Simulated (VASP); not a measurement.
# W (Im-3m) in VASP: single point with PBEsol

Aim: the single point of W with PBEsol.

Everything below comes from runs of VASP 6.6.1. Logs are shortened: lines on timing, memory, paths and dates and some standing lists are left out, and cuts for length are marked.

### 1 The cell of the first run

It takes space group Im-3m (No. 229, cubic). The conventional cell has a = 3.154 Å, b = 3.154 Å, c = 3.154 Å, α = 90.00°, β = 90.00°, γ = 90.00°. Within 3.6 Å of W (site symmetry m-3m) lie 14 W at 2.73 to 3.15 Å.

### 2 Single point, PBEsol

The input, INCAR:

```
ALGO = Fast
EDIFF = 1E-6
ENCUT = 520
GGA = PS
ISIF = 2
ISMEAR = 0
LASPH = True
LCHARG = False
LREAL = False
LWAVE = False
NBANDS = 13
NELM = 80
PREC = Accurate
SIGMA = 0.1
```

The input, KPOINTS:

```
k-points
0
Gamma
  48 48 48
```

The input, POSCAR:

```
W
1.0
   -1.5770381652      1.5770381652      1.5770381652
    1.5770381652     -1.5770381652      1.5770381652
    1.5770381652      1.5770381652     -1.5770381652
W
1
Direct
    0.0000000000      0.0000000000      0.0000000000
```

Potentials or basis: VASP PAW PBE potentials, release 64 (W_sv).

On the command line:

```bash
cat potpaw_PBE.64/W_sv/POTCAR > POTCAR
mpirun -np 1 vasp_std > vasp.out
```

OUTCAR:

```text
EDIFF = 1E-6
   ENCUT = 520
   GGA = PS
   ISIF = 2
   ISMEAR = 0
   LASPH = True
   LREAL = False
   NELM = 80
   PREC = Accurate

 ion  position               nearest neighbor table
   1  0.000  0.000  0.000-

  LATTYP: Found a body centered cubic cell.
 ALAT       =     3.1540763304

  Lattice vectors:

 A1 = (  -1.5770381652,   1.5770381652,   1.5770381652)
 A2 = (   1.5770381652,  -1.5770381652,   1.5770381652)
 A3 = (   1.5770381652,   1.5770381652,  -1.5770381652)

Analysis of symmetry for initial positions (statically):
=====================================================================
 Subroutine PRICEL returns:
 Original cell was already a primitive cell.

 Routine SETGRP: Setting up the symmetry group for a
 body centered cubic supercell.

 Subroutine GETGRP returns: Found 48 space group operations
 (whereof 48 operations were pure point group operations)
 out of a pool of 48 trial point group operations.

The static configuration has the point symmetry O_h .

Analysis of symmetry for dynamics (positions and initial velocities):
=====================================================================
 Subroutine PRICEL returns:
 Original cell was already a primitive cell.

 Routine SETGRP: Setting up the symmetry group for a
 body centered cubic supercell.

 Subroutine GETGRP returns: Found 48 space group operations
 (whereof 48 operations were pure point group operations)
 out of a pool of 48 trial point group operations.

The dynamic configuration has the point symmetry O_h .

 Subroutine INISYM returns: Found 48 space group operations
 (whereof 48 operations are pure point group operations),
 and found     1 'primitive' translations

----------------------------------------------------------------------------------------

                                     Primitive cell

  volume of cell :      15.6887

  direct lattice vectors                    reciprocal lattice vectors
    -1.577038165  1.577038165  1.577038165     0.000000000  0.317050032  0.317050032
     1.577038165 -1.577038165  1.577038165     0.317050032  0.000000000  0.317050032
     1.577038165  1.577038165 -1.577038165     0.317050032  0.317050032  0.000000000

  length of vectors
     2.731510228  2.731510228  2.731510228     0.448376455  0.448376455  0.448376455

  position of ions in fractional coordinates (direct lattice)
     0.000000000  0.000000000  0.000000000

  ion indices of the primitive-cell ions
   primitive index   ion index
                 1           1

----------------------------------------------------------------------------------------

 KPOINTS: k-points

Automatic generation of k-mesh.
 Grid dimensions read from file:
 generate k-points for:   48   48   48

 Generating k-lattice:

  Cartesian coordinates                     Fractional coordinates (reciprocal lattice)
     0.000000000  0.006605209  0.006605209     0.020833333  0.000000000  0.000000000
     0.006605209  0.000000000  0.006605209     0.000000000  0.020833333  0.000000000
     0.006605209  0.006605209  0.000000000     0.000000000  0.000000000  0.020833333

  Length of vectors
     0.009341176  0.009341176  0.009341176

  Shift w.r.t. Gamma in fractional coordinates (k-lattice)
     0.000000000  0.000000000  0.000000000

 Subroutine IBZKPT returns following result:
 ===========================================

 Found   2769 irreducible k-points:

 Following reciprocal coordinates:
            Coordinates               Weight
  0.000000  0.000000  0.000000      1.000000
  0.020833  0.000000  0.000000     12.000000
  0.041667  0.000000  0.000000     12.000000
  0.062500  0.000000  0.000000     12.000000
  0.083333  0.000000  0.000000     12.000000
  0.104167  0.000000  0.000000     12.000000
[... 16 lines left out ...]
  0.458333  0.000000  0.000000     12.000000
  0.479167  0.000000  0.000000     12.000000
 [... further k-points ...]
   k-points           NKPTS =   2769   k-points in BZ     NKDIM =   2769   number of bands    NBANDS=     13
   number of dos      NEDOS =    301   number of ions     NIONS =      1
   total plane-waves  NPLWV =   8000
   dimension x,y,z NGX =    20 NGY =   20 NGZ =   20
   dimension x,y,z NGXF=    40 NGYF=   40 NGZF=   40
   ions per type =               1
   NGX,Y,Z   is equivalent  to a cutoff of  12.17, 12.17, 12.17 a.u.
   NGXF,Y,Z  is equivalent  to a cutoff of  24.34, 24.34, 24.34 a.u.
 SYSTEM =  unknown system
   PREC   = accura    normal or accurate (medium, high low for compatibility)
   ISTART =      0    job   : 0-new  1-cont  2-samecut
   ICHARG =      2    charge: 1-file 2-atom 10-const
   ISPIN  =      1    spin polarized calculation?
   LNONCOLLINEAR =      F non collinear calculations
   LSORBIT =      F    spin-orbit coupling
   LASPH  =      T    aspherical Exc in radial PAW
   ENCUT  =  520.0 eV  38.22 Ry    6.18 a.u.   5.08  5.08  5.08*2*pi/ulx,y,z
   NELM   =     80;   NELMIN=  2; NELMDL= -5     # of ELM steps
   EDIFF  = 0.1E-05   stopping-criterion for ELM
   LREAL  =      F    real-space projection
   EDIFFG = 0.1E-04   stopping-criterion for IOM
   NSW    =      0    number of steps for IOM
   IBRION =     -1    ionic relax: 0-MD 1-quasi-New 2-CG
   NFREE  =      0    steps in history (QN), initial steepest desc. (CG)
   ISIF   =      2    stress and relaxation
   ISYM   =      2    0-nonsym 1-usesym 2-fastsym
   POTIM  = 0.5000    time-step for ionic-motion
   TEBEG  =    0.0;   TEEND  =   0.0 temperature during run
   PSTRESS=    0.0 pullay stress
   NELECT =      14.0000    total number of electrons
   NUPDOWN=      -1.0000    fix difference up-down
   EMIN   =  10.00;   EMAX   =-10.00  energy-range for DOS
   EFERMI =   0.00;   METHOD = LEGACY
   ISMEAR =     0;   SIGMA  =   0.10  broadening in eV -4-tet -1-fermi 0-gaus
   EFERMI_NEDOS =   21; number of points for ismear=-14 and -15
   IALGO  =     68    algorithm
   IMIX   =      4    mixing-type and parameters
     AMIX     =   0.40;   BMIX     =  1.00
     AMIX_MAG =   1.60;   BMIX_MAG =  1.00
  volume/ion in A,a.u.               =      15.69       105.87
  Fermi-wavevector in a.u.,A,eV,Ry     =   1.576118  2.978431 33.798871  2.484147
  Thomas-Fermi vector in A             =   2.676999
   LORBIT       =      0    0 simple, 1 ext, 2 COOP (PROOUT), +10 PAW based schemes
   GGA     = PS    functional components
   LHFCALC =     F    Hartree Fock is set to
   AEXX    =    0.0000 exact exchange contribution
   IVDW    =     0    specifies the selected vdW correction
   LEPSILON=     F    determine dielectric tensor
   LRPA    =     F    only Hartree local field effects (RPA)
 non-spin polarized calculation
 RMM-DIIS sequential band-by-band and
 Gauss-broadening in eV      SIGMA  =   0.10
  energy-cutoff  :      520.00
  volume of cell :       15.69
 maximum number of plane-waves:       438
   NGX = 11   NGY = 11   NGZ = 11

 number of electron      14.0000005 magnetization

 Free energy of the ion-electron system (eV)
  ---------------------------------------------------
  ext. energy  EPLUGINS =         0.00000000
  ---------------------------------------------------
  free energy    TOTEN  =       -13.80640458 eV

  energy without entropy =      -13.80419629  energy(sigma->0) =      -13.80530044

 E-fermi :  11.4495     XC(G=0): -13.8198

 val. band max:       11.4411242561   @ k =  -0.4792   0.4792   0.2292
 cond. band min:      11.4498789100   @ k =  -0.3333   0.3958   0.2708
 fundamental gap:      0.0087546539
 Fermi energy:        11.4495197093

 k-point     1 :       0.0000    0.0000    0.0000
  band No.  band energies     occupation
      1     -62.7094      2.00000
      2     -26.2513      2.00000
      3     -26.2513      2.00000
      4     -26.2513      2.00000
      5       1.7144      2.00000
      6      10.1718      2.00000
      7      10.1718      2.00000
      8      10.1718      2.00000
      9      13.6846      0.00000
     10      13.6846      0.00000
     11      25.9900      0.00000
     12      25.9900      0.00000
     13      25.9900      0.00000

 k-point     2 :       0.0208    0.0000    0.0000
  band No.  band energies     occupation
      1     -62.7088      2.00000
      2     -26.2575      2.00000
      3     -26.2532      2.00000
      4     -26.2513      2.00000
      5       1.7359      2.00000
      6      10.1584      2.00000
      7      10.1692      2.00000
      8      10.1924      2.00000
      9      13.6618      0.00000
     10      13.6846      0.00000
     11      26.0091      0.00000
     12      26.0266      0.00000
     13      26.0452      0.00000

 k-point     3 :       0.0417    0.0000    0.0000
  band No.  band energies     occupation
      1     -62.7070      2.00000
      2     -26.2761      2.00000
      3     -26.2590      2.00000
      4     -26.2514      2.00000
      5       1.8004      2.00000
      6      10.1188      2.00000
      7      10.1609      2.00000
      8      10.2545      2.00000
      9      13.5964      0.00000
     10      13.6848      0.00000
     11      26.0652      0.00000
     12      26.1358      0.00000
     13      26.2072      0.00000
[... 305 lines left out ...]
 k-point    23 :       0.4583    0.0000    0.0000
  band No.  band energies     occupation
      1     -62.5707      2.00000
      2     -27.5689      2.00000
      3     -26.6791      2.00000
      4     -26.2594      2.00000
      5       5.0772      2.00000
      6       7.8316      2.00000
      7      11.8759      0.00000
      8      13.6478      0.00000
      9      14.5422      0.00000
     10      17.4333      0.00000
     11      22.9080      0.00000
     12      23.0828      0.00000
     13      28.7405      0.00000

 k-point    24 :       0.4792    0.0000    0.0000
  band No.  band energies     occupation
      1     -62.5689      2.00000
      2     -27.5847      2.00000
      3     -26.6844      2.00000
      4     -26.2595      2.00000
      5       5.0695      2.00000
      6       7.8076      2.00000
      7      12.0810      0.00000
      8      13.6079      0.00000
      9      14.5699      0.00000
     10      17.6198      0.00000
     11      22.7246      0.00000
     12      22.9852      0.00000
     13      28.4780      0.00000

 [... further k-points ...]
[... 5 lines left out ...]
  --------------------------------------------------------------------------------------
  -------------------------------------------------------------------------------------
  Total        0.0620298      0.0620298      0.0620298      0.0000000      0.0000000      0.0000000
  in kB        6.3346754      6.3346754      6.3346754      0.0000000      0.0000000      0.0000000
  external PRESSURE =       6.3346754 kB  Pullay stress =       0.0000000 kB

 VOLUME and BASIS-vectors are now :
 -----------------------------------------------------------------------------
  energy-cutoff  :      520.00
  volume of cell :       15.69
      direct lattice vectors                 reciprocal lattice vectors
    -1.577038165  1.577038165  1.577038165     0.000000000  0.317050032  0.317050032
     1.577038165 -1.577038165  1.577038165     0.317050032  0.000000000  0.317050032
     1.577038165  1.577038165 -1.577038165     0.317050032  0.317050032  0.000000000

 POSITION                                       TOTAL-FORCE (eV/Angst)
 -----------------------------------------------------------------------------------
      0.00000      0.00000      0.00000         0.000000     -0.000000      0.000000
 -----------------------------------------------------------------------------------
    total drift:                                0.000000      0.000000      0.000000

  FREE ENERGIE OF THE ION-ELECTRON SYSTEM (eV)
  ---------------------------------------------------
  free  energy   TOTEN  =       -13.8064045814 eV

  energy  without entropy=      -13.8041962906  energy(sigma->0) =      -13.80530044
```

Run time: 4 min. Hardware: 1 thread of Intel Xeon Platinum 8488C (Sapphire Rapids), shared host; peak memory 0.58 GiB.

What came out:

| Property | Result |
| --- | --- |
| Free energy | -13.8064 eV |
| Pressure | 0.6 GPa |
| Band gap on the k mesh | zero (band 7 reaches 16.68 eV, above the bottom of band 8 at 10.17 eV) |

Caveat: the PAW data sets were made with another functional, which shifts forces and pressure a little; spin-orbit coupling is left out, which moves the levels of the heavy elements.
